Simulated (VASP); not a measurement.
A run of VASP 6.6.1 is set up as follows.

Contents of INCAR:

```
SYSTEM = Zr
PREC     = Accurate       ! precision mode
ENCUT    = 520            ! plane-wave cutoff, eV
EDIFF    = 1E-7           ! SCF threshold, eV
ISMEAR   = -1             ! smearing method
SIGMA    = 0.05           ! smearing width, eV
LREAL    = .False.        ! projectors in reciprocal space
LASPH    = .True.         ! aspherical terms in the spheres
NELM     = 80             ! most SCF steps
ALGO     = Normal         ! electronic algorithm
ISIF     = 2              ! what is computed and relaxed
LWAVE    = .False.        ! write WAVECAR
LCHARG   = .False.        ! write CHGCAR
GGA      = PS             ! functional
NBANDS   = 19             ! bands
```

File KPOINTS:

```
Automatic mesh
0
Gamma
  9 9 5
  0 0 0
```

File POSCAR:

```
Zr
1.0
    3.1595404260      0.0000000000      0.0000000000
   -1.5797702130      2.7362422732      0.0000000000
    0.0000000000      0.0000000000      5.0966798867
Zr
2
Direct
    0.6666666667      0.3333333333      0.7500000000
    0.3333333333      0.6666666667      0.2500000000
```

Potentials or basis: VASP PAW PBE potentials, release 64 (Zr_sv).

The run is started by

```console
$ cat potpaw_PBE.64/Zr_sv/POTCAR > POTCAR
$ mpirun -np 1 vasp_std > vasp.out
```

(1) What does it give for the pressure?

(2) Predict the band gap on the k mesh.

## Answers

(1) 2.1 GPa.

(2) zero (bands 12 and 13 overlap by 1.13 eV).

Caveat: the PAW data sets were made with another functional, which shifts forces and pressure a little.
